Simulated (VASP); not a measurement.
# TaN (P6_3/mmc) in VASP: further runs

Runs on TaN. Level: LDA+U. Tasks: single point.

All numbers are computed with VASP 6.6.1; they aren't measurements. Logs are shortened: lines on timing, memory, paths and dates and some standing lists are left out, and cuts for length are marked.

## 1. The cell of the first run

Symmetry: P6_3/mmc, No. 194, hexagonal system. Conventional cell: a = 3.048 Å, b = 3.048 Å, c = 4.918 Å, α = 90.00°, β = 90.00°, γ = 120.00°. Ta (site symmetry -3m) has 6 N at 2.15 Å and 2 Ta at 2.46 Å within 2.8 Å. N (site symmetry -6m2) has 6 Ta at 2.15 Å within 2.8 Å.

## 2. Single point, LDA+U, non-collinear spin, typed start, spin-orbit coupling

Contents of INCAR:

```
SYSTEM = TaN
PREC     = Accurate       ! precision mode
ENCUT    = 520            ! plane-wave cutoff, eV
EDIFF    = 1E-6           ! SCF threshold, eV
ISMEAR   = 0              ! smearing method
SIGMA    = 0.05           ! smearing width, eV
LREAL    = .FALSE.        ! projectors in reciprocal space
LASPH    = .TRUE.         ! aspherical terms in the spheres
NELM     = 150            ! most SCF steps
ALGO     = Normal         ! electronic algorithm
ISIF     = 2              ! what is computed and relaxed
LWAVE    = .FALSE.        ! write WAVECAR
LCHARG   = .TRUE.         ! write CHGCAR
LNONCOLLINEAR= .TRUE.         ! non-collinear magnetism
MAGMOM   = 2 0 0 -2 0 0 0 0 0 0 0 0 ! initial moments
LORBIT   = 11             ! projections on sites
LSORBIT  = .TRUE.         ! spin-orbit coupling
GGA_COMPAT= .FALSE.      
LORBMOM  = .TRUE.       
LMAXMIX  = 4              ! l up to which the mixer works
LDAU     = .TRUE.         ! DFT+U
LDAUTYPE = 2            
LDAUL    = 2 -1           ! shell
LDAUU    = 4 0            ! U, eV
LDAUJ    = 0 0          
LDAUPRINT= 1            
GGA      = CA             ! functional
LVHAR    = .TRUE.       
NBANDS   = 46             ! bands
```

Contents of KPOINTS:

```
Automatic mesh
0
G
  7 7 4
  0 0 0
```

Contents of POSCAR:

```
TaN
1.0
    3.0480018400      0.0000000000      0.0000000000
   -1.5240009200      2.6396470300      0.0000000000
    0.0000000000      0.0000000000      4.9179997800
Ta N
2 2
Direct
    0.0000000000      0.0000000000      0.0000000000
    0.0000000000      0.0000000000      0.5000000000
    0.3333333333      0.6666666667      0.2500000000
    0.6666666667      0.3333333333      0.7500000000
```

Potentials or basis: VASP PAW LDA potentials, release 64 (Ta_pv, N).

Command:

```bash
cat potpaw_LDA.64/Ta_pv/POTCAR potpaw_LDA.64/N/POTCAR > POTCAR
mpirun -np 1 vasp_ncl > vasp.out
```

OUTCAR:

```text
SYSTEM = TaN
   PREC = Accurate
   ENCUT = 520
   EDIFF = 1E-6
   ISMEAR = 0
   LREAL = .FALSE.
   LASPH = .TRUE.
   NELM = 150
   ISIF = 2
   LNONCOLLINEAR = .TRUE.
   LORBIT = 11
   LSORBIT = .TRUE.
   GGA = CA

 ion  position               nearest neighbor table
   1  0.000  0.000  0.000-   3 2.15   4 2.15   4 2.15   3 2.15   4 2.15   3 2.15   2 2.46   2 2.46

   2  0.000  0.000  0.500-   3 2.15   4 2.15   4 2.15   3 2.15   4 2.15   3 2.15   1 2.46   1 2.46

   3  0.333  0.667  0.250-   1 2.15   2 2.15   1 2.15   2 2.15   1 2.15   2 2.15
   4  0.667  0.333  0.750-   1 2.15   2 2.15   1 2.15   2 2.15   1 2.15   2 2.15

  LATTYP: Found a hexagonal cell.
 ALAT       =     3.0480018400
 C/A-ratio  =     1.6135160142

  Lattice vectors:

 A1 = (   3.0480018400,   0.0000000000,   0.0000000000)
 A2 = (  -1.5240009200,   2.6396470300,   0.0000000000)
 A3 = (   0.0000000000,   0.0000000000,   4.9179997800)

Analysis of symmetry for initial positions (statically):
=====================================================================
 Subroutine PRICEL returns:
 Original cell was already a primitive cell.

 Routine SETGRP: Setting up the symmetry group for a
 hexagonal supercell.

 Subroutine GETGRP returns: Found 24 space group operations
 (whereof 12 operations were pure point group operations)
 out of a pool of 24 trial point group operations.

The static configuration has the point symmetry D_3d.
 The point group associated with its full space group is D_6h.

Analysis of symmetry for dynamics (positions and initial velocities):
=====================================================================
 Subroutine PRICEL returns:
 Original cell was already a primitive cell.

 Routine SETGRP: Setting up the symmetry group for a
 hexagonal supercell.

 Subroutine GETGRP returns: Found 24 space group operations
 (whereof 12 operations were pure point group operations)
 out of a pool of 24 trial point group operations.

The dynamic configuration has the point symmetry D_3d.
 The point group associated with its full space group is D_6h.

Analysis of structural, dynamic, and magnetic symmetry:
=====================================================================
 Subroutine PRICEL returns:
 Original cell was already a primitive cell.

 Routine SETGRP: Setting up the symmetry group for a
 hexagonal supercell.

 Subroutine GETGRP returns: Found  8 space group operations
 (whereof  4 operations were pure point group operations)
 out of a pool of 24 trial point group operations.

The overall configuration has the point symmetry C_2h.
 The point group associated with its full space group is D_2h.

 Subroutine INISYM returns: Found  8 space group operations
 (whereof  4 operations are pure point group operations),
 and found     1 'primitive' translations

----------------------------------------------------------------------------------------

                                     Primitive cell

  volume of cell :      39.5685

  direct lattice vectors                    reciprocal lattice vectors
     3.048001840  0.000000000  0.000000000     0.328083791  0.189419265  0.000000000
    -1.524000920  2.639647030  0.000000000     0.000000000  0.378838530  0.000000000
     0.000000000  0.000000000  4.917999780     0.000000000  0.000000000  0.203334698

  length of vectors
     3.048001840  3.048001845  4.917999780     0.378838530  0.378838530  0.203334698

  position of ions in fractional coordinates (direct lattice)
     0.000000000  0.000000000  0.000000000
     0.000000000  0.000000000  0.500000000
     0.333333333  0.666666667  0.250000000
     0.666666667  0.333333333  0.750000000

  ion indices of the primitive-cell ions
   primitive index   ion index
                 1           1
                 2           2
                 3           3
                 4           4

[... 216 lines left out ...]
  ext. energy  EPLUGINS =         0.00000000
  ---------------------------------------------------
  free energy    TOTEN  =       -39.91073768 eV

  energy without entropy =      -39.90901930  energy(sigma->0) =      -39.90987849

 E-fermi :  10.2396     XC(G=0): -13.9828

 val. band max:       10.2321056933   @ k =   0.4286   0.1429   0.2500
 cond. band min:      10.3432333130   @ k =   0.0000   0.0000   0.5000
 fundamental gap:      0.1111276198
 Fermi energy:        10.2395806166

 k-point     1 :       0.0000    0.0000    0.0000
  band No.  band energies     occupation
      1     -31.2966      1.00000
      2     -31.2966      1.00000
      3     -30.6875      1.00000
      4     -30.6875      1.00000
      5     -24.4124      1.00000
      6     -24.4124      1.00000
[... 1117 lines left out ...]
     43      15.3455      0.00000
     44      15.3455      0.00000

 [... further k-points ...]

 [bands above 44 left out]

------------------------ aborting loop because EDIFF is reached ----------------------------------------

  FORCE on cell =-STRESS in cart. coord.  units (eV):
  Direction    XX          YY          ZZ          XY          YZ          ZX
  --------------------------------------------------------------------------------------
  -------------------------------------------------------------------------------------
  Total        7.1490786      7.1491628     29.1224134      0.0000000      0.0000000      0.0000000
  in kB      289.4750029    289.4784108   1179.2024097      0.0000000      0.0000000      0.0000000
  external PRESSURE =     586.0519412 kB  Pullay stress =       0.0000000 kB

 VOLUME and BASIS-vectors are now :
 -----------------------------------------------------------------------------
  energy-cutoff  :      520.00
  volume of cell :       39.57
      direct lattice vectors                 reciprocal lattice vectors
     3.048001840  0.000000000  0.000000000     0.328083791  0.189419265  0.000000000
    -1.524000920  2.639647030  0.000000000     0.000000000  0.378838530  0.000000000
     0.000000000  0.000000000  4.917999780     0.000000000  0.000000000  0.203334698

 POSITION                                       TOTAL-FORCE (eV/Angst)
 -----------------------------------------------------------------------------------
      0.00000      0.00000      0.00000        -0.000000      0.000000      0.000000
      0.00000      0.00000      2.45900         0.000000      0.000000      0.000000
     -0.00000      1.75976      1.22950        -0.000000     -0.000002      0.000000
      1.52400      0.87988      3.68850        -0.000000      0.000002     -0.000000
 -----------------------------------------------------------------------------------
    total drift:                               -0.000000      0.000000     -0.000000

  FREE ENERGIE OF THE ION-ELECTRON SYSTEM (eV)
  ---------------------------------------------------
  free  energy   TOTEN  =       -39.9107376781 eV

  energy  without entropy=      -39.9090193037  energy(sigma->0) =      -39.90987849

 orbital moment (x)

 # of ion     p       d       tot
 ----------------------------------------
  1         0.000  -0.000  -0.000
  2        -0.000   0.000   0.000
  3         0.000   0.000   0.000
  4         0.000   0.000   0.000
 ----------------------------------------
            0.000   0.000   0.000

 orbital moment (y)

 # of ion     p       d       tot
 ----------------------------------------
  1         0.000  -0.000  -0.000
  2         0.000   0.000   0.000
  3         0.000   0.000   0.000
  4         0.000   0.000   0.000
 ----------------------------------------
            0.000   0.000   0.000

 orbital moment (z)

 # of ion     p       d       tot
 ----------------------------------------
  1         0.000   0.000   0.000
  2        -0.000   0.000   0.000
  3         0.000   0.000   0.000
  4         0.000   0.000   0.000
 ----------------------------------------
            0.000   0.000   0.000

 Spin-Orbit-Coupling matrix elements

 Ion:    1  E_soc:     -1.3914998
 l=   1
     0.0000000    -0.2087139    -0.2063541
    -0.2087139     0.0000000    -0.2087141
    -0.2063541    -0.2087141     0.0000000
 l=   2
     0.0000000    -0.0037150     0.0000000    -0.0037150    -0.0168140
    -0.0037150     0.0000000    -0.0184712    -0.0033513    -0.0037151
     0.0000000    -0.0184712     0.0000000    -0.0184710     0.0000000
    -0.0037150    -0.0033513    -0.0184710     0.0000000    -0.0037151
    -0.0168140    -0.0037151     0.0000000    -0.0037151     0.0000000
 l=   3
     0.0000000     0.0000000     0.0000000     0.0000000     0.0000000     0.0000000     0.0000000
     0.0000000     0.0000000     0.0000000     0.0000000     0.0000000     0.0000000     0.0000000
     0.0000000     0.0000000     0.0000000     0.0000000     0.0000000     0.0000000     0.0000000
     0.0000000     0.0000000     0.0000000     0.0000000     0.0000000     0.0000000     0.0000000
[... 49 lines left out ...]
 l=   2
     0.0000000     0.0000000     0.0000000     0.0000000     0.0000000
     0.0000000     0.0000000     0.0000000     0.0000000     0.0000000
     0.0000000     0.0000000     0.0000000     0.0000000     0.0000000
     0.0000000     0.0000000     0.0000000     0.0000000     0.0000000
     0.0000000     0.0000000     0.0000000     0.0000000     0.0000000
 l=   3
     0.0000000     0.0000000     0.0000000     0.0000000     0.0000000     0.0000000     0.0000000
     0.0000000     0.0000000     0.0000000     0.0000000     0.0000000     0.0000000     0.0000000
     0.0000000     0.0000000     0.0000000     0.0000000     0.0000000     0.0000000     0.0000000
     0.0000000     0.0000000     0.0000000     0.0000000     0.0000000     0.0000000     0.0000000
     0.0000000     0.0000000     0.0000000     0.0000000     0.0000000     0.0000000     0.0000000
     0.0000000     0.0000000     0.0000000     0.0000000     0.0000000     0.0000000     0.0000000
     0.0000000     0.0000000     0.0000000     0.0000000     0.0000000     0.0000000     0.0000000

 total charge

# of ion       s       p       d       tot
------------------------------------------
    1        0.340   6.311   2.637   9.288
    2        0.340   6.311   2.637   9.288
    3        1.226   2.582   0.000   3.809
    4        1.226   2.582   0.000   3.809
--------------------------------------------------
tot          3.133  17.787   5.273  26.194

 magnetization (x)

# of ion       s       p       d       tot
------------------------------------------
    1        0.000   0.000   0.000   0.000
    2       -0.000  -0.000  -0.000  -0.000
    3        0.000   0.000   0.000   0.000
    4        0.000   0.000   0.000   0.000
--------------------------------------------------
tot          0.000   0.000  -0.000  -0.000

 magnetization (y)

# of ion       s       p       d       tot
------------------------------------------
    1        0.000   0.000   0.000   0.000
    2        0.000   0.000   0.000   0.000
    3        0.000   0.000   0.000   0.000
    4        0.000   0.000   0.000   0.000
--------------------------------------------------
tot          0.000   0.000   0.000   0.000

 magnetization (z)

# of ion       s       p       d       tot
------------------------------------------
    1        0.000   0.000   0.000   0.000
    2        0.000   0.000   0.000   0.000
    3        0.000   0.000   0.000   0.000
    4        0.000   0.000   0.000   0.000
--------------------------------------------------
tot          0.000   0.000   0.000   0.000
```

It took 4.1 min on 1 thread of Intel Xeon Platinum 8375C at 2.90GHz (Ice Lake), shared host; peak memory 0.29 GiB.

What came out:

```yaml
Free_energy: -39.9107 eV
Pressure: 58.6 GPa
Net_moment: 0.00 μB per cell
Valence_electrons_inside_the_program's_atomic_spheres: Ta 9.29; N 3.81
```

Moments on the atoms (μB; x, y, z):
```
Ta  0.00 0.00 0.00
Ta  0.00 0.00 0.00
N   0.00 0.00 0.00
N   0.00 0.00 0.00
```

The state reached can hang on the start; a lower one may exist.

## 3. Single point, LDA+U, non-collinear spin, zero start, spin-orbit coupling

Contents of INCAR:

```
PREC = Accurate
ENCUT = 520
EDIFF = 1E-6
ISMEAR = 0
SIGMA = 0.05
LREAL = False
LASPH = True
NELM = 150
ALGO = Normal
ISIF = 2
LWAVE = False
LCHARG = True
LNONCOLLINEAR = True
MAGMOM = 0 0 0 0 0 0 0 0 0 0 0 0
LORBIT = 11
LSORBIT = True
GGA_COMPAT = False
LORBMOM = True
LMAXMIX = 4
LDAU = True
LDAUTYPE = 2
LDAUL = 2 -1
LDAUU = 4 0
LDAUJ = 0 0
LDAUPRINT = 1
LVHAR = True
NBANDS = 46
```

Contents of KPOINTS:

```
Automatic mesh
0
Gamma
  7 7 4
```

POSCAR is that of step 2.

Potentials or basis: VASP PAW LDA potentials, release 64 (Ta_pv, N).

Command:

```bash
cat potpaw_LDA.64/Ta_pv/POTCAR potpaw_LDA.64/N/POTCAR > POTCAR
mpirun -np 1 vasp_ncl > vasp.out
```

Wall time 2.7 min (1 thread of Intel Xeon Platinum 8375C at 2.90GHz (Ice Lake), shared host); peak memory 0.24 GiB.

It converged, with:

```
Free energy                                           : -39.9107 eV
Pressure                                              : 58.6 GPa
Net moment                                            : 0.00 μB per cell
Valence electrons inside the program's atomic spheres : Ta 9.29; N 3.81
```

Stress tensor (GPa, compression positive):
```
 28.96   0.00   0.00
  0.00  28.96   0.00
  0.00   0.00 117.97
```

Moments on the atoms (μB; x, y, z):
```
Ta  0.00 0.00 0.00
Ta  0.00 0.00 0.00
N   0.00 0.00 0.00
N   0.00 0.00 0.00
```
